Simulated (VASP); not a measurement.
Input of a VASP 6.6.1 run:

File INCAR:

```
PREC = Accurate ; ENCUT = 750
EDIFF = 1E-7 ; ISMEAR = 1
SIGMA = 0.1 ; LREAL = False
LASPH = True ; NELM = 120
ALGO = Normal ; ISIF = 3
LWAVE = False ; LCHARG = False
GGA = PS ; IBRION = 2
NSW = 80 ; EDIFFG = -0.03
GGA_COMPAT = False ; NELMIN = 4
```

File KPOINTS:

```
regular mesh
0
Gamma
  8 8 4
```

File POSCAR:

```
Li
1.0
    3.1300000000      0.0000000000      0.0000000000
   -1.5650000000      2.7106595138      0.0000000000
    0.0000000000      0.0000000000      5.1112900000
Li
2
Direct
    0.3333333333      0.6666666667      0.2500000000
    0.6666666667      0.3333333333      0.7500000000
```

Potentials or basis: VASP PAW PBE potentials, release 64 (Li_sv).

Run with:

```console
$ cat potpaw_PBE.64/Li_sv/POTCAR > POTCAR
$ mpirun -np 1 vasp_std > vasp.out
```

(1) Predict the space group after relaxing (to 0.1 Å).

(2) What does it give for the band gap on the k mesh?

(3) Estimate the relaxed volume.

(4) What does it give for the relaxed cell?

Answers

(1) P6_3/mmc (No. 194).

(2) zero (bands 3 and 4 overlap by 4.03 eV).

(3) 20.33 Å³/atom.

(4) a = 3.079 Å, b = 3.079 Å, c = 4.952 Å, α = 90.00°, β = 90.00°, γ = 120.00°.

Caveat: the PAW data sets were made with another functional, which shifts forces and pressure a little.
